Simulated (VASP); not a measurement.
Input of a VASP 6.6.1 run:

Contents of INCAR:

```
  ALGO = Normal
  EDIFF = 1E-6
  ENCUT = 520
  ISIF = 2
  ISMEAR = -1
  LASPH = True
  LCHARG = False
  LREAL = False
  LWAVE = False
  NBANDS = 16
  NELM = 80
  PREC = Accurate
  SIGMA = 0.1
```

File KPOINTS:

```
k-points
0
Gamma
  15 15 4
```

Contents of POSCAR:

```
Si
1.0
    2.6836668789      0.0000000000      0.0000000000
   -1.3418334394      2.3241236924      0.0000000000
    0.0000000000      0.0000000000      8.9042095390
Si
4
Direct
    0.0000000000      0.0000000000      1.0000000000
    1.0000000000      0.0000000000      0.5000000000
    0.3333333333      0.6666666667      0.2500000000
    0.6666666667      0.3333333333      0.7500000000
```

Potentials or basis: VASP PAW LDA potentials, release 64 (Si).

Launch:

```sh
$ cat potpaw_LDA.64/Si/POTCAR > POTCAR
$ mpirun -np 1 vasp_std > vasp.out
```

Q: What does it give for the band gap on the k mesh?

A: Zero (band 8 reaches 19.51 eV, above the bottom of band 9 at 6.76 eV).

Q: What does it give for the pressure?

A: 0.0 GPa.

Stress tensor (GPa, compression positive):
```
-0.86  0.00  0.00
 0.00 -0.86  0.00
 0.00  0.00  1.68
```
